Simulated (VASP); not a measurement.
# TiAl (P1) in VASP: single point with PBE

Aim: the single point of TiAl with PBE.

All numbers are computed with VASP 6.6.1; they aren't measurements. Logs are shortened: lines on timing, memory, paths and dates and some standing lists are left out, and cuts for length are marked.

## 1. The cell of the first run

The typed cell holds 2 atoms: a = 3.255 Å, b = 3.339 Å, c = 3.345 Å, α = 88.22°, β = 93.30°, γ = 88.74°.

## 2. Single point, PBE (atoms moved at random and the cell strained at random)

File INCAR:

```
SYSTEM = TiAl
ALGO = Fast
EDIFF = 1E-6
ENCUT = 520
GGA = PE
ISIF = 2
ISMEAR = 0
LASPH = .True.
LCHARG = .True.
LELF = .True.
LREAL = .False.
LVHAR = .True.
LWAVE = .False.
NBANDS = 14
NELM = 100
PREC = Accurate
SIGMA = 0.1
```

File KPOINTS:

```
k-points
0
Gamma
  12 12 12
  0 0 0
```

File POSCAR:

```
TiAl
1.0
    3.2531044006      0.0370360956     -0.0953719200
    0.0370360956      3.3379854094      0.0524863466
   -0.0953719200      0.0524863466      3.3436759339
Ti Al
1 1
Direct
    0.0080212289      0.0005001472      0.0049448517
    0.4919787711      0.4994998528      0.4950551483
```

Potentials or basis: VASP PAW PBE potentials, release 64 (Ti_sv, Al).

On the command line:

```console
> cat potpaw_PBE.64/Ti_sv/POTCAR potpaw_PBE.64/Al/POTCAR > POTCAR
> mpirun -np 1 vasp_std > vasp.out
```

OUTCAR:

```text
SYSTEM = TiAl
   EDIFF = 1E-6
   ENCUT = 520
   GGA = PE
   ISIF = 2
   ISMEAR = 0
   LASPH = .True.
   LREAL = .False.
   NELM = 100
   PREC = Accurate

 ion  position               nearest neighbor table
   1  0.008  0.001  0.005-   2 2.72   2 2.81   2 2.82   2 2.90   2 2.92   2 2.93   2 2.93   2 2.94

   2  0.492  0.499  0.495-   1 2.72   1 2.81   1 2.82   1 2.90   1 2.92   1 2.93   1 2.93   1 2.94

  LATTYP: Found a triclinic cell.
 ALAT       =     4.6109894580
 B/A-ratio  =     0.7240535883
 C/A-ratio  =     1.0409818882
 COS(alpha) =     0.0067432299
 COS(beta)  =     0.5118443780
 COS(gamma) =     0.7085216677

  Lattice vectors:

 A1 = (   3.2160683050,  -3.3009493138,  -0.1478582666)
 A2 = (  -0.0370360956,  -3.3379854094,  -0.0524863466)
 A3 = (   3.3484763206,  -0.0154502510,  -3.4390478539)

Analysis of symmetry for initial positions (statically):
=====================================================================
 Subroutine PRICEL returns:
 Original cell was already a primitive cell.

 Routine SETGRP: Setting up the symmetry group for a
 triclinic supercell.

 Subroutine GETGRP returns: Found  1 space group operations
 (whereof  1 operations were pure point group operations)
 out of a pool of  2 trial point group operations.

The static configuration has the point symmetry C_1 .

Analysis of symmetry for dynamics (positions and initial velocities):
=====================================================================
 Subroutine PRICEL returns:
 Original cell was already a primitive cell.

 Routine SETGRP: Setting up the symmetry group for a
 triclinic supercell.

 Subroutine GETGRP returns: Found  1 space group operations
 (whereof  1 operations were pure point group operations)
 out of a pool of  2 trial point group operations.

The dynamic configuration has the point symmetry C_1 .

 Subroutine INISYM returns: Found  1 space group operations
 (whereof  1 operations are pure point group operations),
 and found     1 'primitive' translations

----------------------------------------------------------------------------------------

                                     Primitive cell

  volume of cell :      36.2641

  direct lattice vectors                    reciprocal lattice vectors
     3.253104401  0.037036096 -0.095371920     0.307698067 -0.003552894  0.008832266
[... 88 lines left out ...]
   EDIFFG = 0.1E-04   stopping-criterion for IOM
   NSW    =      0    number of steps for IOM
   IBRION =     -1    ionic relax: 0-MD 1-quasi-New 2-CG
   NFREE  =      0    steps in history (QN), initial steepest desc. (CG)
   ISIF   =      2    stress and relaxation
   ISYM   =      2    0-nonsym 1-usesym 2-fastsym
   POTIM  = 0.5000    time-step for ionic-motion
   TEBEG  =    0.0;   TEEND  =   0.0 temperature during run
   PSTRESS=    0.0 pullay stress
   NELECT =      15.0000    total number of electrons
   NUPDOWN=      -1.0000    fix difference up-down
   EMIN   =  10.00;   EMAX   =-10.00  energy-range for DOS
   EFERMI =   0.00;   METHOD = LEGACY
   ISMEAR =     0;   SIGMA  =   0.10  broadening in eV -4-tet -1-fermi 0-gaus
   EFERMI_NEDOS =   21; number of points for ismear=-14 and -15
   IALGO  =     68    algorithm
   IMIX   =      4    mixing-type and parameters
     AMIX     =   0.40;   BMIX     =  1.00
     AMIX_MAG =   1.60;   BMIX_MAG =  1.00
  volume/ion in A,a.u.               =      18.13       122.36
  Fermi-wavevector in a.u.,A,eV,Ry     =   1.219775  2.305040 20.243440  1.487851
  Thomas-Fermi vector in A             =   2.355015
   LORBIT       =      0    0 simple, 1 ext, 2 COOP (PROOUT), +10 PAW based schemes
   GGA     = PE    functional components
   LHFCALC =     F    Hartree Fock is set to
   AEXX    =    0.0000 exact exchange contribution
   IVDW    =     0    specifies the selected vdW correction
   LEPSILON=     F    determine dielectric tensor
   LRPA    =     F    only Hartree local field effects (RPA)
 non-spin polarized calculation
 RMM-DIIS sequential band-by-band and
 Gauss-broadening in eV      SIGMA  =   0.10
  energy-cutoff  :      520.00
  volume of cell :       36.26
 maximum number of plane-waves:       990
   NGX = 13   NGY = 13   NGZ = 13

 number of electron      14.9999998 magnetization

 Free energy of the ion-electron system (eV)
  ---------------------------------------------------
  ext. energy  EPLUGINS =         0.00000000
  ---------------------------------------------------
  free energy    TOTEN  =       -11.94449730 eV

  energy without entropy =      -11.92812836  energy(sigma->0) =      -11.93631283

 E-fermi :   7.4939     XC(G=0): -10.5747

 val. band max:        7.4934746737   @ k =   0.1667  -0.1667   0.1667
 cond. band min:       7.4949443848   @ k =   0.3333  -0.2500   0.4167
 fundamental gap:      0.0014697110
 Fermi energy:         7.4939135608

 k-point     1 :       0.0000    0.0000    0.0000
  band No.  band energies     occupation
      1     -49.6055      2.00000
      2     -25.8304      2.00000
      3     -25.8205      2.00000
      4     -25.7876      2.00000
      5      -1.1825      2.00000
      6       6.3336      2.00000
      7       6.3875      2.00000
      8       8.8968      0.00000
      9       9.0861      0.00000
     10       9.1718      0.00000
     11      11.1481      0.00000
     12      11.2916      0.00000
     13      11.9369      0.00000
     14      15.6968      0.00000
[... 377 lines left out ...]
      1     -49.5959      2.00000
      2     -25.8830      2.00000
      3     -25.8371      2.00000
      4     -25.8149      2.00000
      5       0.7061      2.00000
      6       4.8619      2.00000
      7       6.7072      2.00000
      8       7.5490      0.43597
      9       7.9649      0.00000
     10       8.7835      0.00000
     11      10.0766      0.00000
     12      12.2151      0.00000
     13      14.1300      0.00000
     14      14.8750      0.00000

 [... further k-points ...]
[... 5 lines left out ...]
  --------------------------------------------------------------------------------------
  -------------------------------------------------------------------------------------
  Total       -2.3211597     -2.0497725     -2.0895302     -0.3969712     -0.4685723      0.6553398
  in kB     -102.5507781    -90.5606653    -92.3171933    -17.5385206    -20.7019149     28.9534603
  external PRESSURE =     -95.1428789 kB  Pullay stress =       0.0000000 kB

 VOLUME and BASIS-vectors are now :
 -----------------------------------------------------------------------------
  energy-cutoff  :      520.00
  volume of cell :       36.26
      direct lattice vectors                 reciprocal lattice vectors
     3.253104401  0.037036096 -0.095371920     0.307698067 -0.003552894  0.008832266
     0.037036096  3.337985409  0.052486347    -0.003552894  0.299696883 -0.004805741
    -0.095371920  0.052486347  3.343675934     0.008832266 -0.004805741  0.299399405

 POSITION                                       TOTAL-FORCE (eV/Angst)
 -----------------------------------------------------------------------------------
      0.02564      0.00223      0.01580        -0.245735      0.022822     -0.183203
      1.57174      1.71153      1.63460         0.245735     -0.022822      0.183203
 -----------------------------------------------------------------------------------
    total drift:                               -0.000270     -0.000031     -0.000191

  FREE ENERGIE OF THE ION-ELECTRON SYSTEM (eV)
  ---------------------------------------------------
  free  energy   TOTEN  =       -11.9444973049 eV

  energy  without entropy=      -11.9281283633  energy(sigma->0) =      -11.93631283
```

Wall time 7.7 min (1 thread of Intel Xeon 6975P-C, shared host); peak memory 0.54 GiB.

Results:

```
Free energy   : -11.9445 eV
Pressure      : -9.5 GPa
Largest force : 0.307 eV/Å
```

Forces on the atoms (eV/Å):
```
Ti  -0.246  0.023 -0.183
Al   0.246 -0.023  0.183
```

Stress tensor (GPa, compression positive):
```
-10.26  -1.75   2.90
 -1.75  -9.06  -2.07
  2.90  -2.07  -9.23
```

Caveat: the cell differs from its parent crystal (atoms moved at random and the cell strained at random).
